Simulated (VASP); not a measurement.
Here is a VASP 6.6.1 calculation.

INCAR

```
ALGO     = Normal         # electronic algorithm
EDIFF    = 1E-8           # SCF threshold, eV
ENCUT    = 400            # plane-wave cutoff, eV
GGA      = PE             # functional
GGA_COMPAT= False        
ISIF     = 2              # what is computed and relaxed
ISMEAR   = -1             # smearing method
LASPH    = True           # aspherical terms in the spheres
LCHARG   = False          # write CHGCAR
LEFG     = True         
LREAL    = False          # projectors in reciprocal space
LWAVE    = False          # write WAVECAR
NBANDS   = 15             # bands
NELM     = 120            # most SCF steps
PREC     = Accurate       # precision mode
SIGMA    = 0.01           # smearing width, eV
```

Contents of KPOINTS:

```
k-points
0
Gamma
  7 7 7
```

File POSCAR:

```
KCl
1.0
    3.5723948784      0.0000000000      0.0000000000
    0.0000000000      3.5723948784      0.0000000000
    0.0000000000      0.0000000000      3.5723948784
K Cl
1 1
Direct
    0.0000000000      0.0000000000      0.0000000000
    0.5000000000      0.5000000000      0.5000000000
```

Potentials or basis: VASP PAW PBE potentials, release 64 (K_sv, Cl).

Launch:

```bash
$ cat potpaw_PBE.64/K_sv/POTCAR potpaw_PBE.64/Cl/POTCAR > POTCAR
$ mpirun -np 1 vasp_std > vasp.out
```

Q: What does it give for the pressure?

A: 6.8 GPa.

Q: Estimate the band gap on the k mesh.

A: 5.90 eV, indirect (least direct gap 6.11 eV).

Caveat: without QUAD_EFG the Cq values of the log hold for a quadrupole moment of 1 mb, not for the nuclei. A k mesh can miss the band edges.
